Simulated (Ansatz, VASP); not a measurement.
Ru in VASP and in Ansatz

File INCAR:

```
SYSTEM = Ru
ALGO     = Normal         ! electronic algorithm
EDIFF    = 1E-6           ! SCF threshold, eV
EDIFFG   = -0.002         ! ionic threshold
ENCUT    = 600            ! plane-wave cutoff, eV
GGA      = PS             ! functional
IBRION   = 2              ! ionic algorithm
ISIF     = 3              ! what is computed and relaxed
ISMEAR   = -1             ! smearing method
LASPH    = .TRUE.         ! aspherical terms in the spheres
LCHARG   = .FALSE.        ! write CHGCAR
LREAL    = .FALSE.        ! projectors in reciprocal space
LWAVE    = .FALSE.        ! write WAVECAR
NELM     = 80             ! most SCF steps
NSW      = 100            ! ionic steps
PREC     = Accurate       ! precision mode
SIGMA    = 0.08           ! smearing width, eV
```

Contents of KPOINTS:

```
k-points
0
G
  18 18 10
  0 0 0
```

POSCAR

```
Ru
1.0
    2.7058000000      0.0000000000      0.0000000000
   -1.3529000000      2.3432915376      0.0000000000
    0.0000000000      0.0000000000      4.2819000000
Ru
2
Direct
    0.3333333333      0.6666666667      0.2500000000
    0.6666666667      0.3333333333      0.7500000000
```

Input for Ansatz:

```yaml
crystal:
  lattice:
    - [2.70580000002, 0.0, 0.0]
    - [-1.35290000001, 2.34329153757, 0.0]
    - [0.0, 0.0, 4.2819]
  atoms:
    - { symbol: Ru, position: [0.333333333333, 0.666666666667, 0.25] }
    - { symbol: Ru, position: [0.666666666667, 0.333333333333, 0.75] }
kpoints:
  mp_grid: { grid: [18, 18, 10] }
scf:
  occupations: { method: fermi_dirac, width: 0.08 }
hamiltonian:
  xc: pbesol
  pseudopotentials: { kind: paw }
relax:
  f_tol: 0.002
  max_steps: 80
  cell: {}
output:
  forces: true
  stress: true
  write_density: true
  write_potential: true
  elf: true
  volumetric_format: npy
```

Alike in both runs: task relaxation of cell and atoms; functional PBEsol; k mesh 18 × 18 × 10; occupations fermi-dirac, width 0.08 eV; no spin polarisation.

|  | VASP | Ansatz |
| --- | --- | --- |
| version | VASP 6.6.1 | Ansatz 0.2.0 |
| potentials or method | VASP PAW PBE potentials, release 64 (Ru_pv) | PAW with Ansatz's default frozen-core files, scalar-relativistic |
| plane-wave cutoff (eV) | 600 | 420 |
| valence electrons in the cell | 28 | 32 |

|  | VASP | Ansatz | Ansatz less VASP |
| --- | --- | --- | --- |
| relaxed volume (Å³/atom) | 13.32 | 13.32 | +0.003 |
| relaxed cell length with the largest relative difference (Å) | 2.690 | 2.690 | +0.0003 |

VASP's potentials were made for PBE, not for PBEsol. VASP's potentials hold 28 valence electrons a cell and Ansatz's 32, so a difference there can come from the potentials and not from the codes.
